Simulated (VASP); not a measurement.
A run of VASP 6.6.1:

Contents of INCAR:

```
SYSTEM = Na2LiSbCl6
  ALGO = Normal
  EDIFF = 1E-6
  ENCUT = 520
  GGA = PS
  ISIF = 2
  ISMEAR = -1
  LASPH = .True.
  LCHARG = .False.
  LREAL = .False.
  LWAVE = .False.
  NBANDS = 43
  NELM = 60
  PREC = Accurate
  SIGMA = 0.05
```

Contents of KPOINTS:

```
k-points
0
Gamma
  3 3 3
  0 0 0
```

Contents of POSCAR:

```
Na2LiSbCl6
1.0
    0.0000000000      5.1582670000      5.1582670000
    5.1582670000      0.0000000000      5.1582670000
    5.1582670000      5.1582670000      0.0000000000
Na Li Sb Cl
2 1 1 6
Direct
    0.7500000000      0.7500000000      0.7500000000
    0.2500000000      0.2500000000      0.2500000000
    0.5000000000      0.5000000000      0.5000000000
    0.0000000000      0.0000000000      0.0000000000
    0.7445229997      0.2554770003      0.2554770003
    0.2554770003      0.2554770003      0.7445229997
    0.2554770003      0.7445229997      0.7445229997
    0.2554770003      0.7445229997      0.2554770003
    0.7445229997      0.2554770003      0.7445229997
    0.7445229997      0.7445229997      0.2554770003
```

Potentials or basis: VASP PAW PBE potentials, release 64 (Na_pv, Li_sv, Sb, Cl).

Launch:

```sh
$ cat potpaw_PBE.64/Na_pv/POTCAR potpaw_PBE.64/Li_sv/POTCAR potpaw_PBE.64/Sb/POTCAR potpaw_PBE.64/Cl/POTCAR > POTCAR
$ mpirun -np 1 vasp_std > vasp.out
```

Hardware: 1 thread of AMD EPYC 9R45 96-Core Processor (Zen 5), with other jobs on the host.

How long does it take, and how much memory?

It took 41 s on 1 thread of AMD EPYC 9R45 96-Core Processor (Zen 5), with other jobs on the host, peak memory 0.38 GiB. Counts: scf iterations 14, k points 4.
